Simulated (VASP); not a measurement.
The system is BN.

```
N B
1.0
     0.00000    3.51846    2.18044
     1.25992    0.00000    2.18044
     1.25992    3.51846    0.00000
N B
1 1
Direct
  0.66665 0.66665 0.33335
  0.00005 0.00005 0.99995
```

Base run:

```yaml
Program: VASP 6.6.1
Functional: PBEsol
Potentials_or_basis: VASP PAW PBE potentials, release 64 (N, B)
Cutoff: 520 eV
k_mesh: 13 × 13 × 13
Occupations: fermi-dirac, width 0.05 eV
Spin: no spin polarisation
```

Its results: band gap on the k mesh 3.78 eV, indirect (least direct gap 4.54 eV); pressure -3.6 GPa; largest force 0.009 eV/Å.

Problem. The run is repeated on the same cell with these changes: functional from PBEsol to PBE. What comes out?

Solution. Band gap on the k mesh 3.88 eV, indirect (least direct gap 4.60 eV); pressure -1.2 GPa; largest force 0.009 eV/Å.

PBE binds less tightly than PBEsol, so the same cell stands under more pressure.

Caveats: the PAW data sets were made with another functional, which shifts forces and pressure a little (some runs).

A k mesh can miss the band edges.
